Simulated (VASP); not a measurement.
# Zr (Im-3m) in VASP: single point with PBEsol

Aim: the single point of Zr with PBEsol.

Everything below comes from runs of VASP 6.6.1. Logs are shortened: lines on timing, memory, paths and dates and some standing lists are left out, and cuts for length are marked.

### 1 The cell of the first run

The structure is cubic, space group Im-3m (No. 229). Conventional cell: a = 3.520 Å, b = 3.520 Å, c = 3.520 Å, α = 90.00°, β = 90.00°, γ = 90.00°. Within 4.0 Å of Zr (site symmetry m-3m) lie 14 Zr at 3.05 to 3.52 Å.

This isn't the form of Zr at room conditions, which is hcp.

### 2 Single point, PBEsol

INCAR reads:

```
SYSTEM = Zr
PREC     = Accurate       ! precision mode
ENCUT    = 520            ! plane-wave cutoff, eV
EDIFF    = 1E-7           ! SCF threshold, eV
ISMEAR   = -1             ! smearing method
SIGMA    = 0.05           ! smearing width, eV
LREAL    = .False.        ! projectors in reciprocal space
LASPH    = .True.         ! aspherical terms in the spheres
NELM     = 100            ! most SCF steps
ALGO     = Normal         ! electronic algorithm
ISIF     = 2              ! what is computed and relaxed
LWAVE    = .False.        ! write WAVECAR
LCHARG   = .False.        ! write CHGCAR
GGA      = PS             ! functional
NBANDS   = 71             ! bands
```

KPOINTS reads:

```
Automatic mesh
0
Gamma
  5 10 5
  0 0 0
```

POSCAR reads:

```
Zr
1.0
   -3.5198916364      7.0397832728      0.0000000000
    0.0000000000      0.0000000000      3.5198916364
    7.0397832728      3.5198916364      0.0000000000
Zr
10
Direct
    0.0000000000      0.0000000000      0.0000000000
    0.4000000000      0.0000000000      0.2000000000
    0.1000000000      0.5000000000      0.3000000000
    0.2000000000      0.0000000000      0.6000000000
    0.7000000000      0.5000000000      0.1000000000
    0.8000000000      0.0000000000      0.4000000000
    0.5000000000      0.5000000000      0.5000000000
    0.6000000000      0.0000000000      0.8000000000
    0.3000000000      0.5000000000      0.9000000000
    0.9000000000      0.5000000000      0.7000000000
```

Potentials or basis: VASP PAW PBE potentials, release 64 (Zr_sv).

On the command line:

```sh
cat potpaw_PBE.64/Zr_sv/POTCAR > POTCAR
mpirun -np 1 vasp_std > vasp.out
```

OUTCAR:

```text
SYSTEM = Zr
   PREC = Accurate
   ENCUT = 520
   EDIFF = 1E-7
   ISMEAR = -1
   LREAL = .False.
   LASPH = .True.
   NELM = 100
   ISIF = 2
   GGA = PS

 ion  position               nearest neighbor table
   1  0.000  0.000  0.000-   3 3.05   5 3.05   9 3.05  10 3.05   3 3.05   5 3.05   9 3.05  10 3.05
                             6 3.52   8 3.52   4 3.52   2 3.52
   2  0.400  0.000  0.200-   3 3.05   3 3.05   7 3.05   7 3.05   5 3.05   5 3.05   9 3.05   9 3.05
                             4 3.52   6 3.52   1 3.52   8 3.52
   3  0.100  0.500  0.300-   2 3.05   2 3.05   1 3.05   1 3.05   4 3.05   6 3.05   4 3.05   6 3.05
                             5 3.52   9 3.52   7 3.52  10 3.52
   4  0.200  0.000  0.600-   9 3.05   9 3.05   7 3.05   7 3.05   3 3.05   3 3.05  10 3.05  10 3.05
                             2 3.52   8 3.52   1 3.52   6 3.52
   5  0.700  0.500  0.100-   6 3.05   6 3.05   1 3.05   1 3.05   2 3.05   2 3.05   8 3.05   8 3.05
                             3 3.52  10 3.52   7 3.52   9 3.52
   6  0.800  0.000  0.400-   5 3.05   5 3.05   7 3.05   7 3.05   3 3.05   3 3.05  10 3.05  10 3.05
                             8 3.52   2 3.52   1 3.52   4 3.52
   7  0.500  0.500  0.500-   2 3.05   4 3.05   6 3.05   8 3.05   2 3.05   4 3.05   6 3.05   8 3.05
                             3 3.52   5 3.52   9 3.52  10 3.52
   8  0.600  0.000  0.800-  10 3.05  10 3.05   7 3.05   7 3.05   5 3.05   9 3.05   9 3.05   5 3.05
                             6 3.52   4 3.52   1 3.52   2 3.52
   9  0.300  0.500  0.900-   4 3.05   4 3.05   1 3.05   1 3.05   2 3.05   2 3.05   8 3.05   8 3.05
                             3 3.52  10 3.52   7 3.52   5 3.52
  10  0.900  0.500  0.700-   8 3.05   8 3.05   1 3.05   1 3.05   6 3.05   4 3.05   6 3.05   4 3.05
                             5 3.52   9 3.52   7 3.52   3 3.52

  LATTYP: Found a simple tetragonal cell.
 ALAT       =     7.8707169724
 C/A-ratio  =     0.4472135955

  Lattice vectors:

 A1 = (   3.5198916364,  -7.0397832728,   0.0000000000)
 A2 = (   7.0397832728,   3.5198916364,   0.0000000000)
 A3 = (   0.0000000000,   0.0000000000,   3.5198916364)

Analysis of symmetry for initial positions (statically):
=====================================================================
 Subroutine PRICEL returns following result:

  LATTYP: Found a body centered cubic cell.
 ALAT       =     3.5198916364

  Lattice vectors:

 A1 = (  -1.7599458182,  -1.7599458182,  -1.7599458182)
 A2 = (   1.7599458182,   1.7599458182,  -1.7599458182)
 A3 = (   1.7599458182,  -1.7599458182,   1.7599458182)

  10 primitive cells build up your supercell.

 Routine SETGRP: Setting up the symmetry group for a
 simple tetragonal supercell.

 Subroutine GETGRP returns: Found  8 space group operations
 (whereof  8 operations were pure point group operations)
 out of a pool of 16 trial point group operations.

The static configuration has the point symmetry C_4h.

Analysis of symmetry for dynamics (positions and initial velocities):
=====================================================================
 Subroutine PRICEL returns following result:

  LATTYP: Found a body centered cubic cell.
 ALAT       =     3.5198916364

  Lattice vectors:

 A1 = (  -1.7599458182,  -1.7599458182,  -1.7599458182)
 A2 = (   1.7599458182,   1.7599458182,  -1.7599458182)
 A3 = (   1.7599458182,  -1.7599458182,   1.7599458182)

  10 primitive cells build up your supercell.

 Routine SETGRP: Setting up the symmetry group for a
 simple tetragonal supercell.

 Subroutine GETGRP returns: Found  8 space group operations
 (whereof  8 operations were pure point group operations)
 out of a pool of 16 trial point group operations.

The dynamic configuration has the point symmetry C_4h.

 Subroutine INISYM returns: Found  8 space group operations
 (whereof  8 operations are pure point group operations),
 and found    10 'primitive' translations

----------------------------------------------------------------------------------------

                                     Primitive cell

  volume of cell :      21.8051

  direct lattice vectors                    reciprocal lattice vectors
    -1.759945818 -1.759945818 -1.759945818     0.000000000 -0.284099655 -0.284099655
     1.759945818  1.759945818 -1.759945818     0.284099655  0.000000000 -0.284099655
     1.759945818 -1.759945818  1.759945818     0.284099655 -0.284099655  0.000000000

  length of vectors
     3.048315576  3.048315576  3.048315576     0.401777585  0.401777585  0.401777585

  position of ions in fractional coordinates (direct lattice)
     0.000000000  0.000000000  0.000000000

  ion indices of the primitive-cell ions
   primitive index   ion index
                 1           1

----------------------------------------------------------------------------------------

 KPOINTS: Automatic mesh

Automatic generation of k-mesh.
 Grid dimensions read from file:
 generate k-points for:    5   10    5

 Generating k-lattice:

  Cartesian coordinates                     Fractional coordinates (reciprocal lattice)
    -0.011363986  0.022727972  0.000000000     0.200000000  0.000000000  0.000000000
     0.000000000  0.000000000  0.028409966     0.000000000  0.100000000  0.000000000
     0.022727972  0.011363986  0.000000000     0.000000000  0.000000000  0.200000000

  Length of vectors
     0.025410646  0.028409966  0.025410646

  Shift w.r.t. Gamma in fractional coordinates (k-lattice)
     0.000000000  0.000000000  0.000000000

 Subroutine IBZKPT returns following result:
 ===========================================

 Found     42 irreducible k-points:

 Following reciprocal coordinates:
            Coordinates               Weight
  0.000000  0.000000  0.000000      1.000000
  0.200000  0.000000  0.000000      4.000000
  0.400000  0.000000  0.000000      4.000000
  0.000000  0.100000  0.000000      2.000000
  0.200000  0.100000  0.000000      8.000000
  0.400000  0.100000  0.000000      8.000000
[... 16 lines left out ...]
  0.400000  0.100000  0.200000      8.000000
 -0.400000 -0.100000  0.200000      8.000000
 [... further k-points ...]
   k-points           NKPTS =     42   k-points in BZ     NKDIM =     42   number of bands    NBANDS=     71
   number of dos      NEDOS =    301   number of ions     NIONS =     10
   total plane-waves  NPLWV = 100800
   dimension x,y,z NGX =    60 NGY =   28 NGZ =   60
   dimension x,y,z NGXF=   120 NGYF=   56 NGZF=  120
   ions per type =              10
   NGX,Y,Z   is equivalent  to a cutoff of  12.67, 13.22, 12.67 a.u.
   NGXF,Y,Z  is equivalent  to a cutoff of  25.35, 26.45, 25.35 a.u.
 SYSTEM =  Zr
   PREC   = accura    normal or accurate (medium, high low for compatibility)
   ISTART =      0    job   : 0-new  1-cont  2-samecut
   ICHARG =      2    charge: 1-file 2-atom 10-const
   ISPIN  =      1    spin polarized calculation?
   LNONCOLLINEAR =      F non collinear calculations
   LSORBIT =      F    spin-orbit coupling
   LASPH  =      T    aspherical Exc in radial PAW
   ENCUT  =  520.0 eV  38.22 Ry    6.18 a.u.  14.63  6.54 14.63*2*pi/ulx,y,z
   NELM   =    100;   NELMIN=  2; NELMDL= -5     # of ELM steps
   EDIFF  = 0.1E-06   stopping-criterion for ELM
   LREAL  =      F    real-space projection
   EDIFFG = 0.1E-05   stopping-criterion for IOM
   NSW    =      0    number of steps for IOM
   IBRION =     -1    ionic relax: 0-MD 1-quasi-New 2-CG
   NFREE  =      0    steps in history (QN), initial steepest desc. (CG)
   ISIF   =      2    stress and relaxation
   ISYM   =      2    0-nonsym 1-usesym 2-fastsym
   POTIM  = 0.5000    time-step for ionic-motion
   TEBEG  =    0.0;   TEEND  =   0.0 temperature during run
   PSTRESS=    0.0 pullay stress
   NELECT =     120.0000    total number of electrons
   NUPDOWN=      -1.0000    fix difference up-down
   EMIN   =  10.00;   EMAX   =-10.00  energy-range for DOS
   EFERMI =   0.00;   METHOD = LEGACY
   ISMEAR =    -1;   SIGMA  =   0.05  broadening in eV -4-tet -1-fermi 0-gaus
   EFERMI_NEDOS =   21; number of points for ismear=-14 and -15
   IALGO  =     38    algorithm
   IMIX   =      4    mixing-type and parameters
     AMIX     =   0.40;   BMIX     =  1.00
     AMIX_MAG =   1.60;   BMIX_MAG =  1.00
  volume/ion in A,a.u.               =      21.81       147.15
  Fermi-wavevector in a.u.,A,eV,Ry     =   1.341578  2.535215 24.488197  1.799832
  Thomas-Fermi vector in A             =   2.469800
   LORBIT       =      0    0 simple, 1 ext, 2 COOP (PROOUT), +10 PAW based schemes
   GGA     = PS    functional components
   LHFCALC =     F    Hartree Fock is set to
   AEXX    =    0.0000 exact exchange contribution
   IVDW    =     0    specifies the selected vdW correction
   LEPSILON=     F    determine dielectric tensor
   LRPA    =     F    only Hartree local field effects (RPA)
 non-spin polarized calculation
  energy-cutoff  :      520.00
  volume of cell :      218.05
 maximum number of plane-waves:      5909
   NGX = 29   NGY = 13   NGZ = 29

 number of electron     120.0000002 magnetization

 Free energy of the ion-electron system (eV)
  ---------------------------------------------------
  ext. energy  EPLUGINS =         0.00000000
  ---------------------------------------------------
  free energy    TOTEN  =       -90.22947554 eV

  energy without entropy =      -90.10210989  energy(sigma->0) =      -90.16579271

 E-fermi :   9.3138     XC(G=0): -11.5001

 val. band max:        9.3075094779   @ k =   0.4000   0.5000   0.0000
 cond. band min:       9.3168392515   @ k =   0.2000   0.0000   0.2000
 fundamental gap:      0.0093297737
 Fermi energy:         9.3138450748

 k-point     1 :       0.0000    0.0000    0.0000
  band No.  band energies     occupation
      1     -38.9486      2.00000
      2     -38.8034      2.00000
      3     -38.8034      2.00000
      4     -38.8034      2.00000
      5     -38.8034      2.00000
      6     -38.7180      2.00000
[... 63 lines left out ...]
     70      10.4648      0.00000
     71      11.5252      0.00000

 k-point     2 :       0.2000    0.0000    0.0000
  band No.  band energies     occupation
      1     -38.9409      2.00000
      2     -38.8454      2.00000
      3     -38.8044      2.00000
      4     -38.7930      2.00000
      5     -38.7652      2.00000
      6     -38.7495      2.00000
[... 63 lines left out ...]
     70      10.9715      0.00000
     71      11.2218      0.00000

 k-point     3 :       0.4000    0.0000    0.0000
  band No.  band energies     occupation
      1     -38.9190      2.00000
      2     -38.8857      2.00000
      3     -38.7951      2.00000
      4     -38.7762      2.00000
      5     -38.7755      2.00000
      6     -38.7542      2.00000
[... 1543 lines left out ...]
     70      11.0826      0.00000
     71      11.2249      0.00000

 k-point    24 :      -0.4000   -0.1000    0.2000
  band No.  band energies     occupation
      1     -38.9041      2.00000
      2     -38.8714      2.00000
      3     -38.8235      2.00000
      4     -38.7924      2.00000
      5     -38.7544      2.00000
      6     -38.7457      2.00000
[... 63 lines left out ...]
     70      11.4700      0.00000
     71      11.4894      0.00000

 [... further k-points ...]

------------------------ aborting loop because EDIFF is reached ----------------------------------------

  FORCE on cell =-STRESS in cart. coord.  units (eV):
  Direction    XX          YY          ZZ          XY          YZ          ZX
  --------------------------------------------------------------------------------------
  -------------------------------------------------------------------------------------
  Total        0.2469972      0.2469972      0.0516908      0.0000000      0.0000000     -0.0000000
  in kB        1.8148664      1.8148664      0.3798093      0.0000000      0.0000000     -0.0000000
  external PRESSURE =       1.3365140 kB  Pullay stress =       0.0000000 kB

 VOLUME and BASIS-vectors are now :
 -----------------------------------------------------------------------------
  energy-cutoff  :      520.00
  volume of cell :      218.05
      direct lattice vectors                 reciprocal lattice vectors
    -3.519891636  7.039783273  0.000000000    -0.056819931  0.113639862  0.000000000
     0.000000000  0.000000000  3.519891636     0.000000000  0.000000000  0.284099655
     7.039783273  3.519891636  0.000000000     0.113639862  0.056819931  0.000000000

 POSITION                                       TOTAL-FORCE (eV/Angst)
 -----------------------------------------------------------------------------------
      0.00000      0.00000      0.00000         0.000000      0.000000     -0.000000
      0.00000      3.51989      0.00000        -0.000000      0.000000     -0.000000
      1.75995      1.75995      1.75995        -0.000000     -0.000000     -0.000000
      3.51989      3.51989      0.00000        -0.000000      0.000000      0.000000
     -1.75995      5.27984      1.75995         0.000000     -0.000000     -0.000000
      0.00000      7.03978      0.00000         0.000000     -0.000000     -0.000000
      1.75995      5.27984      1.75995         0.000000      0.000000      0.000000
      3.51989      7.03978      0.00000        -0.000000      0.000000      0.000000
      5.27984      5.27984      1.75995         0.000000      0.000000      0.000000
      1.75995      8.79973      1.75995        -0.000000      0.000000      0.000000
 -----------------------------------------------------------------------------------
    total drift:                                0.000000     -0.000000      0.000000

  FREE ENERGIE OF THE ION-ELECTRON SYSTEM (eV)
  ---------------------------------------------------
  free  energy   TOTEN  =       -90.2294755370 eV

  energy  without entropy=      -90.1021098885  energy(sigma->0) =      -90.16579271
```

Wall time 14 min (1 thread of Oxide Virtual Turin-like, shared host); peak memory 0.53 GiB.

Results:

```
Free energy            : -90.2295 eV
Pressure               : 0.1 GPa
Band gap on the k mesh : zero (bands 60 and 61 overlap by 1.01 eV)
```

Levels at points of the mesh, in eV from the Fermi level:
```tsv
k point	band 56	band 57	band 58	band 59	band 60	band 61	band 62	band 63	band 64	band 65
(0.00, 0.00, 0.00)	0.11	0.11	0.11	0.11	0.18	0.18	0.18	0.18	0.78	0.78
(0.00, 0.50, 0.00)	-0.79	-0.79	-0.79	-0.39	-0.39	0.77	0.77	0.77	0.77	0.77
```

Caveat: the PAW data sets were made with another functional, which shifts forces and pressure a little.
